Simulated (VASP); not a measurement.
## RhN: single point with LDA+U

The system is RhN.

```
CELL_PARAMETERS angstrom
0.00000 2.43105 2.43105
2.43105 0.00000 2.43105
2.43105 2.43105 0.00000
ATOMIC_POSITIONS crystal
Rh 0.00000 0.00000 0.00000
N 0.25000 0.25000 0.25000
```

| Quantity | Value |
| --- | --- |
| Program | VASP 6.6.1 |
| Task | single point |
| Functional | LDA |
| Potentials or basis | VASP PAW LDA potentials, release 64 (Rh_sv_GW, N) |
| Cutoff | 700 eV |
| k mesh | 7 × 7 × 7 |
| Occupations | gaussian, width 0.05 eV |
| Spin | collinear spin, ferrimagnetic start |
| Starting moments | [1.54, -0.2] μB |
| Hubbard terms | Rh d U = 8.0 eV |
| Dipole correction | no |
| Further INCAR settings | ALGO = Normal; EDIFF = 1e-06; NBANDS = 22 |

| Item | Value |
| --- | --- |
| Pressure | -18.8 GPa |
| Net moment | 1.51 μB per cell |
| Site moments | Rh +1.63; N -0.18 μB |
| Valence electrons inside the program's atomic spheres | Rh 14.84; N 3.51 |

Levels at points of the mesh, in eV from the Fermi level:
Spin up:
| k point | band 9 | band 10 | band 11 | band 12 | band 13 | band 14 |
| --- | --- | --- | --- | --- | --- | --- |
| (0.00, 0.00, 0.00) | -4.47 | -4.47 | 1.35 | 2.17 | 2.17 | 2.17 |
Spin down:
```
           k point  band 7  band 8  band 9  band 10  band 11  band 12  band 13  band 14
(0.00, 0.00, 0.00)   -4.33   -4.33   -3.75    -3.75     1.53     4.52     4.52     4.52
```

Eigenvalues of the final occupation matrices:
| site | spin | trace | eigenvalues |
| --- | --- | --- | --- |
| site 1 d | 1 | 4.06 | 0.79 0.79 0.79 0.85 0.85 |
| site 1 d | 2 | 2.46 | 0.25 0.25 0.25 0.86 0.86 |

It took 39 s on 1 thread of Intel(R) Xeon(R) 6975P-C (Granite Rapids), with other jobs on the host, peak memory 0.19 GiB.

Caveat: the cell stands under tension. The state reached can hang on the start; a lower one may exist.
